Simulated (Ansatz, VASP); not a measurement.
One calculation of Au, two programs

```
CELL_PARAMETERS angstrom
0.00000 2.03500 2.03500
2.03500 0.00000 2.03500
2.03500 2.03500 0.00000
ATOMIC_POSITIONS crystal
Au 0.00000 0.00000 0.00000
```

Alike in both runs: functional PBEsol; k mesh 8 × 8 × 8; occupations fermi-dirac, width 0.05 eV; non-collinear spin, spin-orbit coupling.

|  | VASP | Ansatz |
| --- | --- | --- |
| version | VASP 6.6.1 | Ansatz 0.2.0 |
| potentials or method | VASP PAW PBE potentials, release 64 (Au), cutoff 500 eV | all-electron LAPW, relativistic spinors |
| task | single point | band structure |

```tsv
	VASP	Ansatz	Ansatz less VASP
pressure (GPa)	1.4	1.3	-0.02
net moment per atom (μB)	0.00	0.00	0.000
```

VASP's potentials were made for PBE, not for PBEsol. Ansatz ran all-electron here, and VASP with PAW potentials.

Noted on Ansatz's run: the k mesh is thin for a metal, which can move the energy by tens of meV per atom.
